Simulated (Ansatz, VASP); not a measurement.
# C: VASP beside Ansatz

```
C
1.0
     0.00000    1.77862    1.77862
     1.77862    0.00000    1.77862
     1.77862    1.77862    0.00000
C
2
Direct
  0.00000 0.00000 0.00000
  0.25000 0.25000 0.25000
```

Alike in both runs: functional PBE; dispersion D4; k mesh 8 × 8 × 8; no spin polarisation.

Ansatz relaxed the structure, and its values are those at the end. VASP's run is a single point on that final structure, the one shown.

|  | VASP | Ansatz |
| --- | --- | --- |
| version | VASP 6.6.1 | Ansatz 0.2.0 |
| potentials or method | VASP PAW PBE potentials, release 64 (C) | plane waves, PAW |
| plane-wave cutoff (eV) | 520 | 420 |
| occupations | gaussian, width 0.01 eV | fixed |
| valence electrons in the cell | 8 | 8 |

|  | VASP | Ansatz | Ansatz less VASP |
| --- | --- | --- | --- |
| pressure (GPa) | 0.7 | 0.0 | -0.71 |
